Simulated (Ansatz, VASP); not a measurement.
# Two plane-wave programs on AlN

INCAR

```
SYSTEM = AlN
ALGO = Normal
EDIFF = 1E-6
ENCUT = 520
GGA = PE
ISIF = 2
ISMEAR = 0
LASPH = .TRUE.
LCHARG = .FALSE.
LREAL = .FALSE.
LWAVE = .FALSE.
NBANDS = 26
NELM = 100
PREC = Accurate
SIGMA = 0.05
```

File KPOINTS:

```
k-points
0
G
  8 6 4
  0 0 0
```

File POSCAR:

```
AlN
1.0
   -1.6567491617      2.8695737234      0.0000000000
    0.0000000000      0.0000000000      4.1874629526
    4.9702474850      2.8695737234      0.0000000000
Al N
4 4
Direct
    0.5886060519      0.7500000000      0.2976054186
    0.0000000000      0.7500000000      0.6666666667
    0.0000000000      0.2500000000      0.3333333333
    0.5000000000      0.2500000000      0.8333333333
    0.5000000000      0.2500000000      0.1666666667
    0.0000000000      0.2500000000      0.6666666667
    0.0000000000      0.7500000000      0.3333333333
    0.5000000000      0.7500000000      0.8333333333
```

Input for Ansatz:

```yaml
crystal:
  lattice:
    - [-1.6567491617, 2.8695737234, 0.0]
    - [0.0, 0.0, 4.1874629526]
    - [4.970247485, 2.8695737234, 0.0]
  atoms:
    - { symbol: Al, position: [0.5886060519, 0.75, 0.2976054186] }
    - { symbol: Al, position: [0.0, 0.75, 0.6666666667] }
    - { symbol: Al, position: [0.0, 0.25, 0.3333333333] }
    - { symbol: Al, position: [0.5, 0.25, 0.8333333333] }
    - { symbol: "N", position: [0.5, 0.25, 0.1666666667] }
    - { symbol: "N", position: [0.0, 0.25, 0.6666666667] }
    - { symbol: "N", position: [0.0, 0.75, 0.3333333333] }
    - { symbol: "N", position: [0.5, 0.75, 0.8333333333] }
basis:
  ecutwfc: 420
kpoints:
  mp_grid: { grid: [8, 6, 4] }
hamiltonian:
  xc: pbe
  pseudopotentials: { kind: paw, azcp: { folder: soft_1 } }
scf:
  occupations: { method: gaussian, width: 0.05 }
output:
  forces: true
  stress: true
  eigenvalues: true
```

Alike in both runs: task single point; functional PBE; k mesh 8 × 6 × 4; occupations gaussian, width 0.05 eV; no spin polarisation.

|  | VASP | Ansatz |
| --- | --- | --- |
| version | VASP 6.6.1 | Ansatz 0.2.0 |
| potentials or method | VASP PAW PBE potentials, release 64 (Al, N), cutoff 520 eV | scalar-relativistic, plane waves, PAW |
| valence electrons in the cell | 32 | 32 |

Ansatz gave:

```
gap on the k mesh at the Fermi level (eV)                     : 1.97
least direct gap on the mesh (eV)                             : 1.97
pressure (GPa)                                                : 24.3
traceless stress, the component that is largest in VASP (GPa) : 39.10
rms of the force components (eV/Å)                            : 7.817
```

Question: What did VASP give for the same quantities?

Answer: gap on the k mesh at the Fermi level (eV): 1.96; least direct gap on the mesh (eV): 1.96; pressure (GPa): 24.1; traceless stress, the component that is largest in VASP (GPa): 38.98; rms of the force components (eV/Å): 7.784.

Atom by atom the forces differ by 0.035 eV/Å (rms over components).
